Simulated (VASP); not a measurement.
Wanted: the native input for a VASP 6.6.1 run.

```
Task                   : single point
Functional             : PBEsol
Potentials or basis    : VASP PAW PBE potentials, release 64 (Rb_sv, Cd, C, O, F)
Cutoff                 : 520 eV
k mesh                 : 6 × 6 × 6
Occupations            : gaussian, width 0.02 eV
Spin                   : no spin polarisation
Dipole correction      : no
Further INCAR settings : ALGO = Normal; EDIFF = 1e-06; NBANDS = 34
```

The structure of RbCdCO3F lies in POSCAR:

```
RbCdCO3F
1.0
    5.0767694670      0.0000000000      0.0000000000
   -2.5383847335      4.3966113275      0.0000000000
    0.0000000000      0.0000000000      4.5434052070
Rb Cd C O F
1 1 1 3 1
Direct
    0.0000000000      0.0000000000      0.0000000000
    0.6666666667      0.3333333333      0.5000000000
    0.3333333333      0.6666666667      0.5000000000
    0.1870415634      0.3740831268      0.5000000000
    0.1870415634      0.8129584366      0.5000000000
    0.6259168732      0.8129584366      0.5000000000
    0.6666666667      0.3333333333      0.0000000000
```

These files were run (other wordings do the same):

INCAR

```
ALGO = Normal ; EDIFF = 1E-6
ENCUT = 520 ; GGA = PS
ISIF = 2 ; ISMEAR = 0
LASPH = True ; LCHARG = False
LREAL = False ; LWAVE = False
NBANDS = 34 ; NELM = 100
PREC = Accurate ; SIGMA = 0.02
```

KPOINTS

```
k-points
0
Gamma
  6 6 6
```

Potentials or basis: VASP PAW PBE potentials, release 64 (Rb_sv, Cd, C, O, F).

The run is started by

```bash
$ cat potpaw_PBE.64/Rb_sv/POTCAR potpaw_PBE.64/Cd/POTCAR potpaw_PBE.64/C/POTCAR potpaw_PBE.64/O/POTCAR potpaw_PBE.64/F/POTCAR > POTCAR
$ mpirun -np 1 vasp_std > vasp.out
```

Results of the run:

```
Pressure               : 0.9 GPa
Largest force          : 0.304 eV/Å
Band gap on the k mesh : 1.68 eV
```

Caveat: the PAW data sets were made with another functional, which shifts forces and pressure a little.

Run time: 3.1 min on 1 thread of Intel Xeon 8259CL, on a shared host, peak memory 0.3 GiB.
